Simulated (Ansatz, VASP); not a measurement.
**Pt in VASP and in Ansatz**

INCAR

```
  PREC = Accurate
  ENCUT = 520
  EDIFF = 1E-6
  ISMEAR = 0
  SIGMA = 0.15
  LREAL = False
  LASPH = True
  NELM = 60
  ALGO = Fast
  ISIF = 2
  LWAVE = False
  LCHARG = False
  GGA = PS
  NBANDS = 28
```

File KPOINTS:

```
Automatic mesh
0
Gamma
  22 14 14
```

Contents of POSCAR:

```
Pt
1.0
   -2.7251696203      0.0000000000      0.0000000000
    0.0000000000      0.0000000000     -4.7068056308
    0.0000000000     -4.7201322416      0.0000000000
Pt
4
Direct
    1.0000000000      0.2021968788      0.3333333333
    0.5000000000      0.2021968788      0.8333333333
    0.5000000000      0.7978031212      0.1666666667
    0.0000000000      0.7978031212      0.6666666667
```

Input for Ansatz:

```yaml
crystal:
  lattice:
    - [-2.7251696203, 0.0, 0.0]
    - [0.0, 0.0, -4.7068056308]
    - [0.0, -4.7201322416, 0.0]
  atoms:
    - { symbol: Pt, position: [1.0, 0.2021968788, 0.3333333333] }
    - { symbol: Pt, position: [0.5, 0.2021968788, 0.8333333333] }
    - { symbol: Pt, position: [0.5, 0.7978031212, 0.1666666667] }
    - { symbol: Pt, position: [0.0, 0.7978031212, 0.6666666667] }
basis:
  ecutwfc: 420
kpoints:
  mp_grid: { grid: [22, 14, 14] }
hamiltonian:
  xc: pbesol
scf:
  occupations: { method: gaussian, width: 0.15 }
output:
  forces: true
  stress: true
  eigenvalues: true
```

Change from the starting cell: mode 11 (180.4 1/cm) frozen in, largest displacement +0.225 Å.

Alike in both runs: task single point; functional PBEsol; k mesh 22 × 14 × 14; occupations gaussian, width 0.15 eV; no spin polarisation.

```csv
,VASP,Ansatz
version,VASP 6.6.1,Ansatz 0.2.0
potentials or method,"VASP PAW PBE potentials, release 64 (Pt), cutoff 520 eV","scalar-relativistic, plane waves, PAW"
valence electrons in the cell,40,72
```

VASP gave:

* gap on the k mesh at the Fermi level (eV): none
* rms of the force components (eV/Å): 3.699

Which values does Ansatz return?

gap on the k mesh at the Fermi level (eV): none; rms of the force components (eV/Å): 3.705.

VASP's potentials were made for PBE, not for PBEsol. Atom by atom the forces differ by 0.006 eV/Å (rms over components). A gap of «none» marks a metal or a gap that the smearing closes. The functional is the same, so the differences come from potentials, cutoffs and numerics. VASP's potentials hold 40 valence electrons a cell and Ansatz's 72, so a difference there can come from the potentials and not from the codes.

Spin-orbit coupling is off throughout.
